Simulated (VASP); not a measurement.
# C (Fddd) in VASP: a series of runs

C is run at these levels: PBE; tasks: single point.

All numbers are computed with VASP 6.6.1; they aren't measurements. Logs are shortened: lines on timing, memory, paths and dates and some standing lists are left out, and cuts for length are marked.

## (1) The cell of the first run

It takes space group Fddd (No. 70, orthorhombic). Conventional cell: a = 3.107 Å, b = 3.697 Å, c = 3.911 Å, α = 90.00°, β = 90.00°, γ = 90.00°. C (site symmetry 222) has 4 C at 1.55 Å within 2.1 Å.

## (2) Single point, PBE

INCAR reads:

```
SYSTEM = C
PREC = Accurate
ENCUT = 520
EDIFF = 1E-6
ISMEAR = 0
SIGMA = 0.05
LREAL = .False.
LASPH = .True.
NELM = 100
ALGO = Normal
ISIF = 2
LWAVE = .False.
LCHARG = .True.
GGA = PE
LELF = .True.
LVHAR = .True.
NBANDS = 11
```

KPOINTS reads:

```
Automatic mesh
0
Gamma
  12 12 12
  0 0 0
```

POSCAR reads:

```
C
1.0
    0.0000000000      1.9554980768      1.8483474972
    1.5536834035      0.0000000000      1.8483474972
    1.5536834035      1.9554980768      0.0000000000
C
2
Direct
    0.5000000000      0.5000000000      0.5000000000
    0.7500000000      0.7500000000      0.7500000000
```

Potentials or basis: VASP PAW PBE potentials, release 64 (C).

On the command line:

```bash
cat potpaw_PBE.64/C/POTCAR > POTCAR
mpirun -np 1 vasp_std > vasp.out
```

OUTCAR:

```text
SYSTEM = C
   PREC = Accurate
   ENCUT = 520
   EDIFF = 1E-6
   ISMEAR = 0
   LREAL = .False.
   LASPH = .True.
   NELM = 100
   ISIF = 2
   GGA = PE

 ion  position               nearest neighbor table
   1  0.500  0.500  0.500-   2 1.55   2 1.55   2 1.55   2 1.55
   2  0.750  0.750  0.750-   1 1.55   1 1.55   1 1.55   1 1.55

  LATTYP: Found a face centered orthorhombic cell.
 ALAT       =     3.1073668070
 B/A-ratio  =     1.1896551724
 C/A-ratio  =     1.2586206896

  Lattice vectors:

 A1 = (   0.0000000000,   1.9554980768,  -1.8483474972)
 A2 = (   1.5536834035,   1.9554980768,   0.0000000000)
 A3 = (   1.5536834035,   0.0000000000,  -1.8483474972)

Analysis of symmetry for initial positions (statically):
=====================================================================
 Subroutine PRICEL returns:
 Original cell was already a primitive cell.

 Routine SETGRP: Setting up the symmetry group for a
 face centered orthorhombic supercell.

 Subroutine GETGRP returns: Found  8 space group operations
 (whereof  4 operations were pure point group operations)
 out of a pool of  8 trial point group operations.

The static configuration has the point symmetry D_2 .
 The point group associated with its full space group is D_2h.

Analysis of symmetry for dynamics (positions and initial velocities):
=====================================================================
 Subroutine PRICEL returns:
 Original cell was already a primitive cell.

 Routine SETGRP: Setting up the symmetry group for a
 face centered orthorhombic supercell.

 Subroutine GETGRP returns: Found  8 space group operations
 (whereof  4 operations were pure point group operations)
 out of a pool of  8 trial point group operations.

The dynamic configuration has the point symmetry D_2 .
 The point group associated with its full space group is D_2h.

 Subroutine INISYM returns: Found  8 space group operations
 (whereof  4 operations are pure point group operations),
 and found     1 'primitive' translations

----------------------------------------------------------------------------------------

                                     Primitive cell

  volume of cell :      11.2314

  direct lattice vectors                    reciprocal lattice vectors
     0.000000000  1.955498077  1.848347497    -0.321815885  0.255689334  0.270511904
     1.553683404  0.000000000  1.848347497     0.321815885 -0.255689334  0.270511904
     1.553683404  1.955498077  0.000000000     0.321815885  0.255689334 -0.270511904

  length of vectors
     2.690791928  2.414605680  2.497579798     0.492056084  0.492056084  0.492056084

  position of ions in fractional coordinates (direct lattice)
     0.500000000  0.500000000  0.500000000
     0.750000000  0.750000000  0.750000000

  ion indices of the primitive-cell ions
   primitive index   ion index
                 1           1
                 2           2

----------------------------------------------------------------------------------------

 KPOINTS: Automatic mesh

Automatic generation of k-mesh.
 Grid dimensions read from file:
 generate k-points for:   12   12   12

 Generating k-lattice:

  Cartesian coordinates                     Fractional coordinates (reciprocal lattice)
    -0.026817990  0.021307444  0.022542659     0.083333333  0.000000000  0.000000000
     0.026817990 -0.021307444  0.022542659     0.000000000  0.083333333  0.000000000
     0.026817990  0.021307444 -0.022542659    -0.000000000 -0.000000000  0.083333333

  Length of vectors
     0.041004674  0.041004674  0.041004674

  Shift w.r.t. Gamma in fractional coordinates (k-lattice)
     0.000000000  0.000000000  0.000000000

 Subroutine IBZKPT returns following result:
 ===========================================

 Found    280 irreducible k-points:

 Following reciprocal coordinates:
            Coordinates               Weight
  0.000000  0.000000  0.000000      1.000000
  0.083333  0.000000 -0.000000      8.000000
  0.166667  0.000000  0.000000      8.000000
  0.250000  0.000000  0.000000      8.000000
  0.333333 -0.000000 -0.000000      8.000000
  0.416667  0.000000 -0.000000      8.000000
[... 16 lines left out ...]
  0.500000  0.166667 -0.000000      8.000000
 -0.416667  0.166667  0.000000      8.000000
 [... further k-points ...]
   k-points           NKPTS =    280   k-points in BZ     NKDIM =    280   number of bands    NBANDS=     11
   number of dos      NEDOS =    301   number of ions     NIONS =      2
   total plane-waves  NPLWV =   7200
   dimension x,y,z NGX =    20 NGY =   18 NGZ =   20
   dimension x,y,z NGXF=    40 NGYF=   36 NGZF=   40
   ions per type =               2
   NGX,Y,Z   is equivalent  to a cutoff of  12.36, 12.39, 13.31 a.u.
   NGXF,Y,Z  is equivalent  to a cutoff of  24.71, 24.79, 26.63 a.u.
 SYSTEM =  C
   PREC   = accura    normal or accurate (medium, high low for compatibility)
   ISTART =      0    job   : 0-new  1-cont  2-samecut
   ICHARG =      2    charge: 1-file 2-atom 10-const
   ISPIN  =      1    spin polarized calculation?
   LNONCOLLINEAR =      F non collinear calculations
   LSORBIT =      F    spin-orbit coupling
   LASPH  =      T    aspherical Exc in radial PAW
   ENCUT  =  520.0 eV  38.22 Ry    6.18 a.u.   5.00  4.49  4.64*2*pi/ulx,y,z
   NELM   =    100;   NELMIN=  2; NELMDL= -5     # of ELM steps
   EDIFF  = 0.1E-05   stopping-criterion for ELM
   LREAL  =      F    real-space projection
   EDIFFG = 0.1E-04   stopping-criterion for IOM
   NSW    =      0    number of steps for IOM
   IBRION =     -1    ionic relax: 0-MD 1-quasi-New 2-CG
   NFREE  =      0    steps in history (QN), initial steepest desc. (CG)
   ISIF   =      2    stress and relaxation
   ISYM   =      2    0-nonsym 1-usesym 2-fastsym
   POTIM  = 0.5000    time-step for ionic-motion
   TEBEG  =    0.0;   TEEND  =   0.0 temperature during run
   PSTRESS=    0.0 pullay stress
   NELECT =       8.0000    total number of electrons
   NUPDOWN=      -1.0000    fix difference up-down
   EMIN   =  10.00;   EMAX   =-10.00  energy-range for DOS
   EFERMI =   0.00;   METHOD = LEGACY
   ISMEAR =     0;   SIGMA  =   0.05  broadening in eV -4-tet -1-fermi 0-gaus
   EFERMI_NEDOS =   21; number of points for ismear=-14 and -15
   IALGO  =     38    algorithm
   IMIX   =      4    mixing-type and parameters
     AMIX     =   0.40;   BMIX     =  1.00
     AMIX_MAG =   1.60;   BMIX_MAG =  1.00
  volume/ion in A,a.u.               =       5.62        37.90
  Fermi-wavevector in a.u.,A,eV,Ry     =   1.462044  2.762862 29.083424  2.137571
  Thomas-Fermi vector in A             =   2.578304
   LORBIT       =      0    0 simple, 1 ext, 2 COOP (PROOUT), +10 PAW based schemes
   GGA     = PE    functional components
   LHFCALC =     F    Hartree Fock is set to
   AEXX    =    0.0000 exact exchange contribution
   IVDW    =     0    specifies the selected vdW correction
   LEPSILON=     F    determine dielectric tensor
   LRPA    =     F    only Hartree local field effects (RPA)
 non-spin polarized calculation
 Gauss-broadening in eV      SIGMA  =   0.05
  energy-cutoff  :      520.00
  volume of cell :       11.23
 maximum number of plane-waves:       314
   NGX =  9   NGY =  9   NGZ =  9

 number of electron       8.0000000 magnetization

 Free energy of the ion-electron system (eV)
  ---------------------------------------------------
  ext. energy  EPLUGINS =         0.00000000
  ---------------------------------------------------
  free energy    TOTEN  =       -17.34173323 eV

  energy without entropy =      -17.34164543  energy(sigma->0) =      -17.34168933

 E-fermi :  11.0521     XC(G=0): -13.3630

 val. band max:       11.0235089547   @ k =   0.0000   0.4167   0.4167
 cond. band min:      11.1043726031   @ k =   0.0000   0.3333   0.3333
 fundamental gap:      0.0808636484
 Fermi energy:        11.0521064386

 k-point     1 :       0.0000    0.0000    0.0000
  band No.  band energies     occupation
      1     -11.6761      2.00000
      2       8.4658      2.00000
      3       9.7161      2.00000
      4      11.6116      0.00000
      5      14.3249      0.00000
      6      16.4507      0.00000
      7      17.1403      0.00000
      8      22.8373      0.00000
      9      29.8059      0.00000
     10      31.2513      0.00000
     11      33.5368      0.00000

 k-point     2 :       0.0833    0.0000   -0.0000
  band No.  band energies     occupation
      1     -11.4774      2.00000
      2       7.9293      2.00000
      3       9.1037      2.00000
      4      11.0047      1.82012
      5      14.5662      0.00000
      6      16.8283      0.00000
      7      17.7474      0.00000
      8      23.0304      0.00000
      9      30.0919      0.00000
     10      30.4634      0.00000
     11      33.4669      0.00000

 k-point     3 :       0.1667    0.0000    0.0000
  band No.  band energies     occupation
      1     -10.8836      2.00000
      2       6.1184      2.00000
      3       7.9392      2.00000
      4      10.1573      2.00000
      5      15.0017      0.00000
      6      17.4306      0.00000
      7      18.9263      0.00000
      8      23.6290      0.00000
      9      29.8296      0.00000
     10      30.8683      0.00000
     11      32.5366      0.00000

 k-point     4 :       0.2500    0.0000    0.0000
  band No.  band energies     occupation
      1      -9.9030      2.00000
      2       3.4734      2.00000
      3       6.9525      2.00000
      4       9.5041      2.00000
      5      15.2755      0.00000
      6      17.8105      0.00000
      7      20.0244      0.00000
      8      24.5412      0.00000
      9      29.8733      0.00000
     10      31.6855      0.00000
     11      33.0581      0.00000
[... 239 lines left out ...]
 k-point    22 :       0.4167    0.1667   -0.0000
  band No.  band energies     occupation
      1      -7.5882      2.00000
      2       0.5433      2.00000
      3       4.6847      2.00000
      4       6.8778      2.00000
      5      16.9540      0.00000
      6      17.9476      0.00000
      7      23.3133      0.00000
      8      23.6468      0.00000
      9      30.0815      0.00000
     10      30.5965      0.00000
     11      36.8401      0.00000

 k-point    23 :       0.5000    0.1667   -0.0000
  band No.  band energies     occupation
      1      -5.9380      2.00000
      2      -1.7972      2.00000
      3       4.0306      2.00000
      4       6.7528      2.00000
      5      16.8937      0.00000
      6      18.3195      0.00000
      7      23.3408      0.00000
      8      24.9741      0.00000
      9      29.5102      0.00000
     10      32.1642      0.00000
     11      38.0885      0.00000

 k-point    24 :      -0.4167    0.1667    0.0000
  band No.  band energies     occupation
      1      -5.1618      2.00000
      2      -2.7175      2.00000
      3       3.6650      2.00000
      4       6.9035      2.00000
      5      16.7951      0.00000
      6      18.6843      0.00000
      7      22.8959      0.00000
      8      25.2143      0.00000
      9      30.1409      0.00000
     10      33.5157      0.00000
     11      36.9015      0.00000

 [... further k-points ...]
[... 5 lines left out ...]
  --------------------------------------------------------------------------------------
  -------------------------------------------------------------------------------------
  Total        7.5698916     -5.5801840     -0.4093639      0.0000000      0.0000000      0.0000000
  in kB     1079.8581334   -796.0228964    -58.3964671      0.0000000      0.0000000      0.0000000
  external PRESSURE =      75.1462567 kB  Pullay stress =       0.0000000 kB

 VOLUME and BASIS-vectors are now :
 -----------------------------------------------------------------------------
  energy-cutoff  :      520.00
  volume of cell :       11.23
      direct lattice vectors                 reciprocal lattice vectors
     0.000000000  1.955498077  1.848347497    -0.321815885  0.255689334  0.270511904
     1.553683404  0.000000000  1.848347497     0.321815885 -0.255689334  0.270511904
     1.553683404  1.955498077  0.000000000     0.321815885  0.255689334 -0.270511904

 POSITION                                       TOTAL-FORCE (eV/Angst)
 -----------------------------------------------------------------------------------
      1.55368      1.95550      1.84835        -0.000000     -0.000000      0.000000
      2.33053      2.93325      2.77252         0.000000      0.000000      0.000000
 -----------------------------------------------------------------------------------
    total drift:                                0.000000     -0.000000      0.000000

  FREE ENERGIE OF THE ION-ELECTRON SYSTEM (eV)
  ---------------------------------------------------
  free  energy   TOTEN  =       -17.3417332283 eV

  energy  without entropy=      -17.3416454311  energy(sigma->0) =      -17.34168933
```

Run time: 20 s. Hardware: 1 thread of Intel Xeon Platinum 8375C at 2.90GHz (Ice Lake), shared host; peak memory 0.14 GiB.

Results:

```yaml
Free_energy: -17.3417 eV
Pressure: 7.5 GPa
Band_gap_on_the_k_mesh: zero (band 4 reaches 11.61 eV, above the bottom of band 5 at 11.02 eV)
```

Levels at points of the mesh, in eV from the Fermi level:
```csv
k point,band 1,band 2,band 3,band 4,band 5,band 6,band 7,band 8
"(0.00, 0.00, 0.00)",-22.73,-2.59,-1.34,0.56,3.27,5.40,6.09,11.79
"(0.50, 0.00, 0.00)",-16.71,-14.48,-5.51,-2.39,4.19,6.68,10.88,15.04
"(0.50, 0.50, 0.00)",-14.47,-14.47,-6.51,-6.51,4.97,4.97,13.49,13.49
"(0.50, 0.00, 0.50)",-15.31,-15.31,-5.72,-5.72,6.23,6.23,14.00,14.00
"(0.00, 0.50, 0.50)",-11.69,-11.69,-9.20,-9.20,0.74,0.74,15.99,15.99
```

Caveat: the cell differs from its parent crystal (strain +e along x and -e along y -0.1125, strain +e along z and -e/2 along x and y +0.0350).

## (3) Single point, PBE

This run uses another cell than the first one, of the same volume but with other edges.

INCAR reads:

```
SYSTEM = C
PREC = Accurate ; ENCUT = 520
EDIFF = 1E-7 ; ISMEAR = 0
SIGMA = 0.05 ; LREAL = .FALSE.
LASPH = .TRUE. ; NELM = 60
ALGO = Normal ; ISIF = 2
LWAVE = .FALSE. ; LCHARG = .FALSE.
GGA = PE ; NBANDS = 11
```

KPOINTS reads:

```
Automatic mesh
0
G
  12 12 12
  0 0 0
```

POSCAR reads:

```
C
1.0
    0.0000000000      2.0492548339      1.6608339830
    1.6474401606      0.0000000000      1.6608339830
    1.6474401606      2.0492548339      0.0000000000
C
2
Direct
    0.5000000000      0.5000000000      0.5000000000
    0.7500000000      0.7500000000      0.7500000000
```

Potentials or basis: VASP PAW PBE potentials, release 64 (C).

On the command line:

```bash
cat potpaw_PBE.64/C/POTCAR > POTCAR
mpirun -np 1 vasp_std > vasp.out
```

Run time: 20 s. Hardware: 1 thread of Intel Xeon Platinum 8375C at 2.90GHz (Ice Lake), shared host; peak memory 0.14 GiB.

It converged, with:

```yaml
Free_energy: -17.0358 eV
Pressure: 9.5 GPa
Band_gap_on_the_k_mesh: 1.33 eV, indirect (least direct gap 3.66 eV)
```

Stress tensor (GPa, compression positive):
```
  91.96    0.00    0.00
   0.00 -151.31    0.00
   0.00    0.00   87.76
```

Levels at points of the mesh, in eV from the valence-band top:
| k point | band 1 | band 2 | band 3 | band 4 | band 5 | band 6 | band 7 | band 8 |
| --- | --- | --- | --- | --- | --- | --- | --- | --- |
| (0.00, 0.00, 0.00) | -23.04 | -4.07 | -0.07 | 0.00 | 3.73 | 3.82 | 6.39 | 10.38 |
| (0.50, 0.00, 0.00) | -17.01 | -14.78 | -6.25 | -1.91 | 2.85 | 7.91 | 11.04 | 14.34 |
| (0.50, 0.50, 0.00) | -13.05 | -13.05 | -8.38 | -8.38 | 2.11 | 2.11 | 13.63 | 13.63 |
| (0.50, 0.00, 0.50) | -16.27 | -16.27 | -5.34 | -5.34 | 6.92 | 6.92 | 14.32 | 14.32 |
| (0.00, 0.50, 0.50) | -12.91 | -12.91 | -8.51 | -8.51 | 1.91 | 1.91 | 13.78 | 13.78 |

Caveat: the cell differs from its parent crystal (strain +e along x and -e along y -0.1125, strain +e along z and -e/2 along x and y -0.0700). A k mesh can miss the band edges.

## (4) Single point, PBE

INCAR reads:

```
SYSTEM = C
  PREC = Accurate
  ENCUT = 520
  EDIFF = 1E-6
  ISMEAR = 0
  SIGMA = 0.05
  LREAL = .False.
  LASPH = .True.
  NELM = 100
  ALGO = Normal
  ISIF = 2
  LWAVE = .False.
  LCHARG = .False.
  GGA = PE
  NBANDS = 11
```

KPOINTS reads:

```
regular mesh
0
Gamma
  12 12 12
  0 0 0
```

POSCAR reads:

```
C
1.0
    0.0000000000      1.7903076000      1.9108520020
    1.6563693755      0.0000000000      1.9108520020
    1.6563693755      1.7903076000      0.0000000000
C
2
Direct
    0.5000000000      0.5000000000      0.5000000000
    0.7500000000      0.7500000000      0.7500000000
```

On the command line:

```bash
cat potpaw_PBE.64/C/POTCAR > POTCAR
mpirun -np 1 vasp_std > vasp.out
```

It took 38 s on 1 thread of Intel Xeon 8259CL, shared host; peak memory 0.13 GiB.

It converged, with:

* Free energy: -17.8532 eV
* Pressure: 3.2 GPa
* Band gap on the k mesh: 1.48 eV, indirect (least direct gap 3.81 eV)

Stress tensor (GPa, compression positive):
```
 65.66   0.00   0.00
  0.00   9.00   0.00
  0.00   0.00 -65.02
```

Levels at points of the mesh, in eV from the valence-band top:
```tsv
k point	band 1	band 2	band 3	band 4	band 5	band 6	band 7	band 8
(0.00, 0.00, 0.00)	-22.51	-2.14	-0.91	0.00	3.81	4.77	5.57	12.04
(0.50, 0.00, 0.00)	-16.66	-14.36	-4.88	-2.72	5.33	7.38	9.86	14.81
(0.50, 0.50, 0.00)	-14.81	-14.81	-6.19	-6.19	5.45	5.45	15.06	15.06
(0.50, 0.00, 0.50)	-13.82	-13.82	-7.12	-7.12	3.97	3.97	14.84	14.84
(0.00, 0.50, 0.50)	-12.59	-12.59	-8.30	-8.30	2.11	2.11	15.84	15.84
```

Caveat: the cell differs from its parent crystal (strain +e along x and -e along y -0.0375, strain +e along z and -e/2 along x and y +0.0700).

## (5) Single point, PBE

This run uses another cell than the first one, of the same volume but with other edges.

INCAR reads:

```
SYSTEM = C
  PREC = Accurate
  ENCUT = 520
  EDIFF = 1E-6
  ISMEAR = 0
  SIGMA = 0.05
  LREAL = .FALSE.
  LASPH = .TRUE.
  NELM = 60
  ALGO = Normal
  ISIF = 2
  LWAVE = .FALSE.
  LCHARG = .TRUE.
  GGA = PE
  LELF = .TRUE.
  LVHAR = .TRUE.
  NBANDS = 11
```

KPOINTS reads:

```
regular mesh
0
G
  12 12 12
  0 0 0
```

POSCAR reads:

```
C
1.0
    0.0000000000      2.0336287077      1.6920862354
    1.6318140344      0.0000000000      1.6920862354
    1.6318140344      2.0336287077      0.0000000000
C
2
Direct
    0.5000000000      0.5000000000      0.5000000000
    0.7500000000      0.7500000000      0.7500000000
```

On the command line:

```bash
cat potpaw_PBE.64/C/POTCAR > POTCAR
mpirun -np 1 vasp_std > vasp.out
```

Wall time 46 s (1 thread of Intel Xeon 8259CL, shared host); peak memory 0.14 GiB.

The run converged. Its results:

```yaml
Free_energy: -17.1579 eV
Pressure: 8.5 GPa
Band_gap_on_the_k_mesh: 1.00 eV, indirect (least direct gap 3.54 eV)
```

Stress tensor (GPa, compression positive):
```
  93.15    0.00    0.00
   0.00 -141.02    0.00
   0.00    0.00   73.51
```

Levels at points of the mesh, in eV from the valence-band top:
| k point | band 1 | band 2 | band 3 | band 4 | band 5 | band 6 | band 7 | band 8 |
| --- | --- | --- | --- | --- | --- | --- | --- | --- |
| (0.00, 0.00, 0.00) | -23.04 | -3.91 | -0.32 | 0.00 | 3.54 | 3.98 | 6.22 | 10.59 |
| (0.50, 0.00, 0.00) | -17.04 | -14.80 | -6.16 | -2.09 | 3.05 | 7.77 | 10.82 | 14.36 |
| (0.50, 0.50, 0.00) | -13.37 | -13.37 | -8.15 | -8.15 | 2.51 | 2.51 | 13.54 | 13.54 |
| (0.50, 0.00, 0.50) | -16.17 | -16.17 | -5.51 | -5.51 | 6.69 | 6.69 | 14.33 | 14.33 |
| (0.00, 0.50, 0.50) | -12.78 | -12.78 | -8.72 | -8.72 | 1.61 | 1.61 | 14.17 | 14.17 |

Caveat: the cell differs from its parent crystal (strain +e along x and -e along y -0.1125, strain +e along z and -e/2 along x and y -0.0525). A k mesh can miss the band edges.

## (6) Summary

```csv
cell,gap on the mesh (eV),pressure (GPa)
"a = 2.691, b = 2.415, c = 2.498 Å, angles 66.4, 55.3, 58.3°, 2 atoms",none,7.5
"a = 2.638, b = 2.339, c = 2.629 Å, angles 63.8, 52.7, 63.4°, 2 atoms",1.33,9.5
"a = 2.619, b = 2.529, c = 2.439 Å, angles 63.6, 59.9, 56.5°, 2 atoms",1.48,3.2
"a = 2.646, b = 2.351, c = 2.607 Å, angles 64.3, 53.2, 62.6°, 2 atoms",1.00,8.5
```

Alike in all rows: task single point; level PBE; potentials or basis VASP PAW PBE potentials, release 64 (C); no spin polarisation; k mesh 12 × 12 × 12; cutoff (eV) 520; smearing gaussian 0.05 eV.

Absolute energies hang on the potentials; compare differences alone.
